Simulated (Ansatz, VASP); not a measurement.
## Ge: VASP beside Ansatz

INCAR

```
SYSTEM = Ge
PREC = Accurate
ENCUT = 520
EDIFF = 1E-8
ISMEAR = -1
SIGMA = 0.05
LREAL = .FALSE.
LASPH = .TRUE.
NELM = 100
ALGO = Normal
ISIF = 2
LWAVE = .FALSE.
LCHARG = .FALSE.
GGA = PE
LEFG = .TRUE.
NBANDS = 13
```

The input KPOINTS:

```
regular mesh
0
G
  13 13 13
  0 0 0
```

Contents of POSCAR:

```
Ge
1.0
    2.6754197873      0.0000000000      0.0000000000
    0.0000000000      2.6754197873      0.0000000000
    0.0000000000      0.0000000000      2.6754197873
Ge
1
Direct
    0.0000000000      0.0000000000      0.0000000000
```

Input for Ansatz:

```yaml
crystal:
  lattice:
    - [2.6754197873, 0.0, 0.0]
    - [0.0, 2.6754197873, 0.0]
    - [0.0, 0.0, 2.6754197873]
  atoms:
    - { symbol: Ge, position: [0.0, 0.0, 0.0] }
kpoints:
  mp_grid: { grid: [13, 13, 13] }
scf:
  occupations: { method: fermi_dirac, width: 0.05 }
hamiltonian:
  xc: pbe
  pseudopotentials: { kind: paw }
output:
  forces: true
  stress: true
  eigenvalues: true
  efg: { contact_densities: true }
```

Change from the starting cell: volume scaled by 0.96, PAW files.

Alike in both runs: task electric field gradients; functional PBE; k mesh 13 × 13 × 13; occupations fermi-dirac, width 0.05 eV; no spin polarisation.

```csv
,VASP,Ansatz
version,VASP 6.6.1,Ansatz 0.2.0
potentials or method,"VASP PAW PBE potentials, release 64 (Ge_d)","PAW with Ansatz's default frozen-core files, scalar-relativistic"
plane-wave cutoff (eV),520,420
valence electrons in the cell,14,14
```

```tsv
	VASP	Ansatz	Ansatz less VASP
pressure (GPa)	3.0	3.0	-0.02
```
